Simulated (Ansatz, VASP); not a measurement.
## Al4N5 in VASP and in Ansatz

File INCAR:

```
SYSTEM = Al4N5
ALGO = Normal
DIPOL = 0.5 0.5 0.352
EDIFF = 1E-6
ENCUT = 520
GGA = PE
IDIPOL = 3
ISIF = 2
ISMEAR = 0
ISPIN = 2
LASPH = .TRUE.
LCHARG = .TRUE.
LDIPOL = .TRUE.
LELF = .TRUE.
LORBIT = 11
LREAL = .FALSE.
LVACPOTAV = .TRUE.
LVHAR = .TRUE.
LWAVE = .FALSE.
MAGMOM = 0 0 0 0 3 0 0 0 0
NBANDS = 32
NELM = 150
PREC = Accurate
SIGMA = 0.05
```

Contents of KPOINTS:

```
k-points
0
G
  9 9 1
  0 0 0
```

The input POSCAR:

```
Al4N5
1.0
    3.1297683445      0.0000000000      0.0000000000
   -1.5648841723      2.7104588943      0.0000000000
    0.0000000000      0.0000000000     25.0621509606
N Al
5 4
Direct
    0.3333333333      0.6666666667      0.1596032203
    0.6666666667      0.3333333333      0.2597004396
    0.3333333333      0.6666666667      0.3620561642
    0.6666666667      0.3333333333      0.4610505141
    0.8333333333      0.6666666667      0.5997949252
    0.6666666667      0.3333333333      0.1833176549
    0.3333333333      0.6666666667      0.2834148742
    0.6666666667      0.3333333333      0.3814237064
    0.3333333333      0.6666666667      0.4812895341
```

Input for Ansatz:

```yaml
crystal:
  lattice:
    - [3.1297683445, 0.0, 0.0]
    - [-1.5648841723, 2.7104588943, 0.0]
    - [0.0, 0.0, 25.0621509606]
  atoms:
    - { symbol: "N", position: [0.3333333333, 0.6666666667, 0.1596032203] }
    - { symbol: Al, position: [0.6666666667, 0.3333333333, 0.1833176549] }
    - { symbol: "N", position: [0.6666666667, 0.3333333333, 0.2597004396] }
    - { symbol: Al, position: [0.3333333333, 0.6666666667, 0.2834148742] }
    - { symbol: "N", position: [0.3333333333, 0.6666666667, 0.3620561642] }
    - { symbol: Al, position: [0.6666666667, 0.3333333333, 0.3814237064] }
    - { symbol: "N", position: [0.6666666667, 0.3333333333, 0.4610505141] }
    - { symbol: Al, position: [0.3333333333, 0.6666666667, 0.4812895341] }
    - { symbol: "N", position: [0.8333333333, 0.6666666667, 0.5997949252], spin: 3.0 }
basis:
  ecutwfc: 420
kpoints:
  mp_grid: { grid: [9, 9, 1] }
hamiltonian:
  xc: pbe
  pseudopotentials: { kind: paw, azcp: { folder: soft_1 } }
scf:
  occupations: { method: gaussian, width: 0.05 }
output:
  forces: true
  eigenvalues: true
  populations: true
magnetization:
  spin_polarized: true
efield:
  axis: 3
  dipole_correction: true
  ramp_width: 0.04
```

Alike in both runs: task single point; functional PBE; k mesh 9 × 9 × 1; occupations gaussian, width 0.05 eV; collinear spin.

```csv
,VASP,Ansatz
version,VASP 6.6.1,Ansatz 0.2.0
potentials or method,"VASP PAW PBE potentials, release 64 (N, Al), cutoff 520 eV","scalar-relativistic, plane waves, PAW"
valence electrons in the cell,37,37
```

```csv
,VASP,Ansatz,Ansatz less VASP
gap on the k mesh at the Fermi level (eV),none,none,-
rms of the force components (eV/Å),0.797,0.862,+0.0647
net moment per atom (μB),0.27,0.21,-0.061
size of the moment on the site where the two differ most (μB),1.76,2.51,+0.752
"work function, face that differs most (eV)",7.67,7.04,-0.629
```

Site moments also hang on the region over which each program counts them. A gap of «none» marks a metal or a gap that the smearing closes. Ansatz's warnings: vacuum below fermi.
